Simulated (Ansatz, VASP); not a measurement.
**PbSe: VASP beside Ansatz**

INCAR

```
PREC = Accurate
ENCUT = 520
EDIFF = 1E-6
ISMEAR = 0
SIGMA = 0.014
LREAL = False
LASPH = True
NELM = 60
ALGO = Normal
ISIF = 2
LWAVE = False
LCHARG = False
GGA = PE
NBANDS = 17
```

KPOINTS

```
Automatic mesh
0
Gamma
  7 7 7
```

The input POSCAR:

```
PbSe
1.0
    3.7843220000      0.0000000000      0.0000000000
    0.0000000000      3.7843220000      0.0000000000
    0.0000000000      0.0000000000      3.7843220000
Pb Se
1 1
Direct
    0.0000000000      0.0000000000      0.0000000000
    0.5000000000      0.5000000000      0.5000000000
```

File input.yaml:

```yaml
crystal:
  lattice:
    - [3.784322, 0.0, 0.0]
    - [0.0, 3.784322, 0.0]
    - [0.0, 0.0, 3.784322]
  atoms:
    - { symbol: Pb, position: [0.0, 0.0, 0.0] }
    - { symbol: Se, position: [0.5, 0.5, 0.5] }
hamiltonian:
  xc: pbe
  pseudopotentials: { kind: paw }
kpoints:
  mp_grid: { grid: [7, 7, 7] }
scf:
  occupations: { method: gaussian, width: 0.014 }
output:
  forces: true
  stress: true
  eigenvalues: true
```

Alike in both runs: task single point; functional PBE; k mesh 7 × 7 × 7; occupations gaussian, width 0.014 eV; no spin polarisation.

|  | VASP | Ansatz |
| --- | --- | --- |
| version | VASP 6.6.1 | Ansatz 0.2.0 |
| potentials or method | VASP PAW PBE potentials, release 64 (Pb_d, Se) | Ansatz PAW |
| plane-wave cutoff (eV) | 520 | 420 |
| valence electrons in the cell | 20 | 30 |

|  | VASP | Ansatz | Ansatz less VASP |
| --- | --- | --- | --- |
| gap on the k mesh at the Fermi level (eV) | none | none | - |
| pressure (GPa) | -0.2 | -0.2 | +0.03 |

A gap of «none» marks a metal or a gap that the smearing closes. VASP's potentials hold 20 valence electrons a cell and Ansatz's 30, so a difference there can come from the potentials and not from the codes.

Neither program's run includes spin-orbit coupling.
